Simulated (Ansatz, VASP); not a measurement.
# LiF: VASP beside Ansatz

```
Li F
1.0
     3.11547    0.00000    0.00000
    -1.55774    2.69808    0.00000
     0.00000    0.00000    4.40715
Li F
2 2
Cartesian
  0.0000 1.7987 1.6510
  1.5577 0.8994 3.8546
  0.0000 1.7987 4.3676
  1.5577 0.8994 2.1640
```

Alike in both runs: task single point; functional LDA; k mesh 9 × 9 × 6; occupations gaussian, width 0.05 eV; no spin polarisation.

```csv
,VASP,Ansatz
version,VASP 6.6.1,Ansatz 0.2.0
potentials or method,"VASP PAW LDA potentials, release 64 (Li_sv, F), cutoff 520 eV","scalar-relativistic, plane waves, PAW"
valence electrons in the cell,20,20
```

Ansatz gave:

- gap on the k mesh at the Fermi level (eV): 7.78
- least direct gap on the mesh (eV): 7.78
- rms of the force components (eV/Å): 0.448

Estimate VASP's values.

gap on the k mesh at the Fermi level (eV): 7.77; least direct gap on the mesh (eV): 7.77; rms of the force components (eV/Å): 0.458.

LDA's correlation is that of Perdew and Zunger in VASP and of Perdew and Wang (1992) in Ansatz. Atom by atom the forces differ by 0.010 eV/Å (rms over components).

Noted on VASP's run: the cutoff is under 1.25 times that of the potentials, so the pressure is a little rough.
